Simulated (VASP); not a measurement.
A run of VASP 6.6.1:

Contents of INCAR:

```
SYSTEM = PtBr2
ALGO = Normal
EDIFF = 1E-6
EDIFFG = -0.01
ENCUT = 600
GGA = PE
IBRION = 2
ISIF = 3
ISMEAR = 0
LASPH = .True.
LCHARG = .False.
LREAL = .False.
LWAVE = .False.
NELM = 60
NSW = 100
PREC = Accurate
SIGMA = 0.1
```

KPOINTS

```
k-points
0
Gamma
  12 12 10
  0 0 0
```

The input POSCAR:

```
PtBr2
1.0
    3.6783694800      0.0000000000      0.0000000000
    0.0000000000      3.6783694800      0.0000000000
    0.0000000000      0.0000000000      5.2020000000
Pt Br
1 2
Direct
    0.0000000000      0.0000000000      0.0000000000
    0.0000000000      0.0000000000      0.5000000000
    0.5000000000      0.5000000000      0.0000000000
```

Potentials or basis: VASP PAW PBE potentials, release 64 (Pt, Br).

Run with:

```console
$ cat potpaw_PBE.64/Pt/POTCAR potpaw_PBE.64/Br/POTCAR > POTCAR
$ mpirun -np 1 vasp_std > vasp.out
```

Hardware: 1 thread of Intel Xeon 6975P-C (shared host).

Task: Estimate the wall time of this run.

Result: Wall time 11 min on 1 thread of Intel Xeon 6975P-C, on a shared host, peak memory 0.39 GiB. Counts: scf iterations 46, k points 168, ion steps 5.
